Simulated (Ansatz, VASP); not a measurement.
# HfSi: VASP beside Ansatz

The input INCAR:

```
PREC = Accurate
ENCUT = 520
EDIFF = 1E-7
ISMEAR = 0
SIGMA = 0.15
LREAL = False
LASPH = True
NELM = 100
ALGO = Normal
ISIF = 2
LWAVE = False
LCHARG = False
GGA = PS
NBANDS = 38
```

Contents of KPOINTS:

```
regular mesh
0
Gamma
  6 10 8
```

The input POSCAR:

```
HfSi
1.0
    6.6171575704      0.0000000000      0.0000000000
    0.0000000000      3.6468506403      0.0000000000
    0.0000000000      0.0000000000      5.3577962285
Hf Si
4 4
Direct
    0.1755908222      0.2500000000      0.1264896848
    0.3244091778      0.7500000000      0.6264896848
    0.6755908222      0.2500000000      0.3735103152
    0.8244091778      0.7500000000      0.8735103152
    0.0430603597      0.2500000000      0.6402012503
    0.4569396403      0.7500000000      0.1402012503
    0.5430603597      0.2500000000      0.8597987497
    0.9569396403      0.7500000000      0.3597987497
```

Input for Ansatz:

```yaml
crystal:
  lattice:
    - [6.6171575704, 0.0, 0.0]
    - [0.0, 3.6468506403, 0.0]
    - [0.0, 0.0, 5.3577962285]
  atoms:
    - { symbol: Hf, position: [0.1755908222, 0.25, 0.1264896848] }
    - { symbol: Hf, position: [0.3244091778, 0.75, 0.6264896848] }
    - { symbol: Hf, position: [0.6755908222, 0.25, 0.3735103152] }
    - { symbol: Hf, position: [0.8244091778, 0.75, 0.8735103152] }
    - { symbol: Si, position: [0.0430603597, 0.25, 0.6402012503] }
    - { symbol: Si, position: [0.4569396403, 0.75, 0.1402012503] }
    - { symbol: Si, position: [0.5430603597, 0.25, 0.8597987497] }
    - { symbol: Si, position: [0.9569396403, 0.75, 0.3597987497] }
basis:
  ecutwfc: 420
kpoints:
  mp_grid: { grid: [6, 10, 8] }
hamiltonian:
  xc: pbesol
scf:
  occupations: { method: gaussian, width: 0.15 }
output:
  forces: true
  stress: true
  eigenvalues: true
```

Change from the starting cell: strain -0.030 along x and y, +0.030 along z, atoms carried along.

Alike in both runs: task single point; functional PBEsol; k mesh 6 × 10 × 8; occupations gaussian, width 0.15 eV; no spin polarisation.

```csv
,VASP,Ansatz
version,VASP 6.6.1,Ansatz 0.2.0
potentials or method,"VASP PAW PBE potentials, release 64 (Hf_pv, Si), cutoff 520 eV","scalar-relativistic, plane waves, PAW"
valence electrons in the cell,56,120
```

Ansatz gave:

| Item | Value |
| --- | --- |
| gap on the k mesh at the Fermi level (eV) | none |
| pressure (GPa) | 5.7 |
| traceless stress, the component that is largest in VASP (GPa) | -11.11 |
| rms of the force components (eV/Å) | 0.204 |

Question: Which values does VASP return?

Answer: gap on the k mesh at the Fermi level (eV): none; pressure (GPa): 5.9; traceless stress, the component that is largest in VASP (GPa): -11.23; rms of the force components (eV/Å): 0.210.

VASP's potentials were made for PBE, not for PBEsol. Atom by atom the forces differ by 0.007 eV/Å (rms over components). A gap of «none» marks a metal or a gap that the smearing closes. With one functional, cell and mesh, what is left measures potentials, basis and numerics. VASP's potentials hold 56 valence electrons a cell and Ansatz's 120, so a difference there can come from the potentials and not from the codes.

Neither program's run includes spin-orbit coupling.
